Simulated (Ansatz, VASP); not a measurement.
**Two plane-wave programs on BaZnAsF**

```
CELL_PARAMETERS angstrom
4.29923 0.00000 0.00000
0.00000 4.29923 0.00000
0.00000 0.00000 9.62169
ATOMIC_POSITIONS crystal
Ba 0.00000 0.50000 0.83549
Ba 0.50000 0.00000 0.16451
Zn 0.50000 0.50000 0.50000
Zn 0.00000 0.00000 0.50000
As 0.00000 0.50000 0.34339
As 0.50000 0.00000 0.65661
F 0.50000 0.50000 0.00000
F 0.00000 0.00000 0.00000
```

Alike in both runs: task single point; functional LDA; k mesh 6 × 6 × 3; no spin polarisation.

|  | VASP | Ansatz |
| --- | --- | --- |
| version | VASP 6.6.1 | Ansatz 0.2.0 |
| potentials or method | VASP PAW LDA potentials, release 64 (Ba_sv, Zn, As, F), cutoff 600 eV | plane waves, PAW |
| occupations | gaussian, width 0.01 eV | fixed |
| valence electrons in the cell | 68 | 88 |

Ansatz gave:

- gap on the k mesh at the Fermi level (eV): 0.10

Question: Which values does VASP return?

Answer: gap on the k mesh at the Fermi level (eV): 0.11.

LDA's correlation is that of Perdew and Zunger in VASP and of Perdew and Wang (1992) in Ansatz. VASP's potentials hold 68 valence electrons a cell and Ansatz's 88, so a difference there can come from the potentials and not from the codes.

Spin-orbit coupling is off throughout.
